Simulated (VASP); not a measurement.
Wanted: the native input for a VASP 6.6.1 run.

```yaml
Task: single point
Functional: PBE
Potentials_or_basis: VASP PAW PBE potentials, release 64 (Au, C, H)
Cutoff: 520 eV
k_mesh: 2 × 2 × 1
Occupations: fermi-dirac, width 0.1 eV
Spin: no spin polarisation
Dipole_correction: no
Further_INCAR_settings: LREAL = Auto; ALGO = Normal; EDIFF = 1e-06; NBANDS = 84
```

The structure of H3Au12C lies in POSCAR:

```
H3Au12C
1.0
    5.7699910000      0.0000000000      0.0000000000
    2.8849960000      4.9969590000      0.0000000000
    0.0000000000      0.0000000000     19.7111780000
Au C H
12 1 3
Direct
    0.1666696938      0.1666613634      0.0507326351
    0.6666704737      0.1666613634      0.0507326351
    0.1666679892      0.6666654659      0.0507326351
    0.6666687691      0.6666654659      0.0507326351
   -0.1667253543      0.3332426782      0.1702790163
    0.3334934043      0.3332226660      0.1702688698
   -0.1667604767      0.8334869267      0.1702536500
    0.3333350018      0.8333668537      0.1704515073
   -0.0004366758      0.0001801095      0.2908806364
    0.5002719960      0.0002201339      0.2909465888
   -0.0000017046      0.5000041025      0.2905863871
    0.5001618538      0.4996438834      0.2908096107
    0.6699467285      0.1341816093      0.4412470934
    0.7841308592     -0.0815696106      0.4489838202
    0.7724816846      0.2482109619      0.4472741304
    0.4537643784      0.2355232452      0.4481162922
```

The input as run:

INCAR

```
PREC     = Accurate       # precision mode
ENCUT    = 520            # plane-wave cutoff, eV
EDIFF    = 1E-6           # SCF threshold, eV
ISMEAR   = -1             # smearing method
SIGMA    = 0.1            # smearing width, eV
LREAL    = Auto         
LASPH    = T              # aspherical terms in the spheres
NELM     = 60             # most SCF steps
ALGO     = Normal         # electronic algorithm
ISIF     = 2              # what is computed and relaxed
LWAVE    = F              # write WAVECAR
LCHARG   = F              # write CHGCAR
GGA      = PE             # functional
NBANDS   = 84             # bands
```

KPOINTS

```
regular mesh
0
Gamma
  2 2 1
```

Potentials or basis: VASP PAW PBE potentials, release 64 (Au, C, H).

Command:

```console
$ cat potpaw_PBE.64/Au/POTCAR potpaw_PBE.64/C/POTCAR potpaw_PBE.64/H/POTCAR > POTCAR
$ mpirun -np 1 vasp_std > vasp.out
```

It gave:

```yaml
Largest_force: 0.938 eV/Å
Band_gap_on_the_k_mesh: zero (an odd number of electrons rules out a gap without spin polarisation)
```

Caveat: the k points lie up to 0.63 Å⁻¹ apart, too coarse for converged energies and pressures of a metal; there is no dipole correction, which matters where the two faces differ; spin-orbit coupling is left out, which moves the levels of the heavy elements.

Run time: 5.8 min on 1 thread of AMD EPYC 9R45 96-Core Processor (Zen 5), with other jobs on the host, peak memory 0.71 GiB.
